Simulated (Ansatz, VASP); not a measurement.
One calculation of Rh, two programs

Contents of INCAR:

```
ALGO = Normal ; EDIFF = 1E-6
EDIFFG = -0.05 ; ENCUT = 600
GGA = PE ; IBRION = 2
ISIF = 3 ; ISMEAR = 0
LASPH = True ; LCHARG = False
LREAL = False ; LWAVE = False
NELM = 100 ; NSW = 80
PREC = Accurate ; SIGMA = 0.1
```

KPOINTS

```
k-points
0
Gamma
  12 12 6
```

File POSCAR:

```
Rh
1.0
    2.6689760219      0.0000000000      0.0000000000
   -1.3344880109      2.3114010371      0.0000000000
    0.0000000000      0.0000000000      4.2161734898
Rh
2
Direct
    0.3333333333      0.6666666667      0.2500000000
    0.6666666667      0.3333333333      0.7500000000
```

Input for Ansatz:

```yaml
crystal:
  lattice:
    - [2.6689760219, 0.0, 0.0]
    - [-1.3344880109, 2.3114010371, 0.0]
    - [0.0, 0.0, 4.2161734898]
  atoms:
    - { symbol: Rh, position: [0.3333333333, 0.6666666667, 0.25] }
    - { symbol: Rh, position: [0.6666666667, 0.3333333333, 0.75] }
basis:
  ecutwfc: 420
kpoints:
  mp_grid: { grid: [12, 12, 6] }
hamiltonian:
  xc: pbe
scf:
  occupations: { method: gaussian, width: 0.1 }
output:
  forces: true
  stress: true
  eigenvalues: true
relax:
  adjacent_minimum: "off"
  f_tol: 0.05
  max_steps: 60
  cell: { stress_tol: 0.5 }
```

Alike in both runs: task relaxation of cell and atoms; functional PBE; k mesh 12 × 12 × 6; occupations gaussian, width 0.1 eV; no spin polarisation.

|  | VASP | Ansatz |
| --- | --- | --- |
| version | VASP 6.6.1 | Ansatz 0.2.0 |
| potentials or method | VASP PAW PBE potentials, release 64 (Rh_pv), cutoff 600 eV | scalar-relativistic, plane waves, PAW |
| valence electrons in the cell | 30 | 34 |

Ansatz gave:

| Quantity | Value |
| --- | --- |
| gap on the k mesh at the Fermi level, each at its own relaxed structure (eV) | none |
| relaxed volume (Å³/atom) | 14.09 |
| relaxed cell length with the largest relative difference (Å) | 4.410 |

What did VASP give for the same quantities?

gap on the k mesh at the Fermi level, each at its own relaxed structure (eV): none; relaxed volume (Å³/atom): 14.08; relaxed cell length with the largest relative difference (Å): 4.404.

A gap of «none» marks a metal or a gap that the smearing closes. VASP's potentials hold 30 valence electrons a cell and Ansatz's 34, so a difference there can come from the potentials and not from the codes.
